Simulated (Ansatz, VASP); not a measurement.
# One calculation of Sb, two programs

The input INCAR:

```
PREC     = Accurate       # precision mode
ENCUT    = 500            # plane-wave cutoff, eV
EDIFF    = 1E-6           # SCF threshold, eV
ISMEAR   = -1             # smearing method
SIGMA    = 0.1            # smearing width, eV
LREAL    = False          # projectors in reciprocal space
LASPH    = True           # aspherical terms in the spheres
NELM     = 120            # most SCF steps
ALGO     = Normal         # electronic algorithm
ISIF     = 2              # what is computed and relaxed
LWAVE    = False          # write WAVECAR
LCHARG   = True           # write CHGCAR
GGA      = CA             # functional
LELF     = True           # ELF
LVHAR    = True         
NBANDS   = 8              # bands
GGA_COMPAT= False
```

KPOINTS

```
Automatic mesh
0
Gamma
  15 15 15
```

POSCAR

```
Sb
1.0
    0.0000000000      1.9769714060      1.9769714060
    1.9769714060      0.0000000000      1.9769714060
    1.9769714060      1.9769714060      0.0000000000
Sb
1
Direct
    0.0000000000      0.0000000000      0.0000000000
```

Input for Ansatz:

```yaml
crystal:
  lattice:
    - [0.0, 1.976971406, 1.976971406]
    - [1.976971406, 0.0, 1.976971406]
    - [1.976971406, 1.976971406, 0.0]
  atoms:
    - { symbol: Sb, position: [0.0, 0.0, 0.0] }
kpoints:
  mp_grid: { grid: [15, 15, 15] }
scf:
  occupations: { method: fermi_dirac, width: 0.1 }
hamiltonian:
  xc: lda
  pseudopotentials: { kind: paw, level: accurate }
output:
  forces: true
  stress: true
  eigenvalues: true
```

Alike in both runs: task single point; functional LDA; k mesh 15 × 15 × 15; occupations fermi-dirac, width 0.1 eV; no spin polarisation.

|  | VASP | Ansatz |
| --- | --- | --- |
| version | VASP 6.6.1 | Ansatz 0.2.0 |
| potentials or method | VASP PAW LDA potentials, release 64 (Sb) | PAW with other files of Ansatz's library (level accurate), scalar-relativistic |
| plane-wave cutoff (eV) | 500 | 430 |
| valence electrons in the cell | 5 | 15 |

|  | VASP | Ansatz | Ansatz less VASP |
| --- | --- | --- | --- |
| pressure (GPa) | 119.7 | 115.3 | -4.41 |

LDA's correlation is that of Perdew and Zunger in VASP and of Perdew and Wang (1992) in Ansatz. Both programs put the cell under a high pressure, so it lies far from rest at this level. VASP's potentials hold 5 valence electrons a cell and Ansatz's 15, so a difference there can come from the potentials and not from the codes.

Spin-orbit coupling is off throughout. Noted on VASP's run: the cell as given lies far from equilibrium.
